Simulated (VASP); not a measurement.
Wanted: the native input for a VASP 6.6.1 run.

| Property | Result |
| --- | --- |
| Task | single point |
| Functional | PBE |
| Potentials or basis | VASP PAW PBE potentials, release 64 (Ca_sv) |
| Cutoff | 520 eV |
| k mesh | 11 × 11 × 11 |
| Occupations | fermi-dirac, width 0.05 eV |
| Spin | no spin polarisation |
| Dipole correction | no |
| Further INCAR settings | ALGO = Normal; EDIFF = 1e-06; NBANDS = 17 |

The structure of Ca lies in POSCAR:

```
Ca
1.0
    1.6376123030     -0.9454759040      5.3389502950
    0.0000000000      1.8909518080      5.3389502950
   -1.6376123030     -0.9454759040      5.3389502950
Ca
2
Direct
    0.2500000000      0.2500000000      0.2500000000
   -0.2500000000     -0.2500000000     -0.2500000000
```

One way to write it, as run:

INCAR

```
ALGO = Normal ; EDIFF = 1E-6
ENCUT = 520 ; GGA = PE
ISIF = 2 ; ISMEAR = -1
LASPH = T ; LCHARG = F
LREAL = F ; LWAVE = F
NBANDS = 17 ; NELM = 80
PREC = Accurate ; SIGMA = 0.05
```

KPOINTS

```
k-points
0
Gamma
  11 11 11
```

Potentials or basis: VASP PAW PBE potentials, release 64 (Ca_sv).

Launch:

```console
$ cat potpaw_PBE.64/Ca_sv/POTCAR > POTCAR
$ mpirun -np 1 vasp_std > vasp.out
```

Results of the run:

| Item | Value |
| --- | --- |
| Pressure | 21.0 GPa |

It took 76 s on 1 thread of Intel(R) Xeon(R) 6975P-C (Granite Rapids), with other jobs on the host, peak memory 0.3 GiB.
